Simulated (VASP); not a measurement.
Input of a VASP 6.6.1 run:

File INCAR:

```
SYSTEM = Hf4C
PREC = Accurate
ENCUT = 600
EDIFF = 1E-7
ISMEAR = 0
SIGMA = 0.1
LREAL = .FALSE.
LASPH = .TRUE.
NELM = 100
ALGO = Normal
ISIF = 3
LWAVE = .FALSE.
LCHARG = .FALSE.
GGA = PE
IBRION = 2
NSW = 90
EDIFFG = -0.04
```

KPOINTS

```
regular mesh
0
G
  6 6 4
  0 0 0
```

The input POSCAR:

```
Hf4C
1.0
    4.9956528300      0.0000000000      0.0000000000
   -2.4978264200      4.3263622600      0.0000000000
    0.0000000000      0.0000000000      5.0163694800
Hf C
4 1
Direct
    0.5000000000      0.0000000000      0.0000000000
    0.0000000000      0.5000000000      0.0000000000
    0.5000000000      0.5000000000      0.0000000000
    0.0000000000      0.0000000000      0.0000000000
    0.0000000000      0.0000000000      0.5000000000
```

Potentials or basis: VASP PAW PBE potentials, release 64 (Hf_pv, C).

Launch:

```sh
$ cat potpaw_PBE.64/Hf_pv/POTCAR potpaw_PBE.64/C/POTCAR > POTCAR
$ mpirun -np 1 vasp_std > vasp.out
```

(1) Estimate the relaxed volume.

(2) Estimate the relaxed cell.

(3) What does it give for the band gap on the k mesh?

(4) What does it give for the space group after relaxing (to 0.1 Å)?

Results:

(1) 25.69 Å³/atom.

(2) a = 6.013 Å, b = 6.013 Å, c = 4.103 Å, α = 90.00°, β = 90.00°, γ = 120.00°.

(3) zero (bands 22 and 23 overlap by 0.49 eV).

(4) P6/mmm (No. 191).

Caveat: the volume moved by over 15 % at a fixed basis, so the end points are rough; spin-orbit coupling is left out, which moves the levels of the heavy elements.
